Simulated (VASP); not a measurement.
The system is Ir.

```
Ir
1.0
     2.45178    0.00000    0.00000
    -1.22589    2.12330    0.00000
     0.00000    0.00000    2.35195
Ir
1
Direct
  0.00000 0.00000 0.00000
```

Base run:

| Quantity | Value |
| --- | --- |
| Program | VASP 6.6.1 |
| Functional | PBE |
| Potentials or basis | VASP PAW PBE potentials, release 64 (Ir) |
| Cutoff | 520 eV |
| k mesh | 18 × 18 × 17 |
| Occupations | fermi-dirac, width 0.08 eV |
| Spin | no spin polarisation |

Its results: pressure 141.5 GPa.

Question: The run is repeated on the same cell with these changes: potentials or basis from VASP PAW PBE potentials, release 64 (Ir) to VASP PAW PBE potentials, release 64 (Ir_sv_GW); cutoff from 520 eV to 500 eV; further incar settings from ALGO = Normal; EDIFF = 1e-06; NBANDS = 10 to ALGO = Normal; EDIFF = 1e-06; NBANDS = 14; valence electrons from 9 to 17. What comes out?

Answer: Pressure 136.0 GPa.
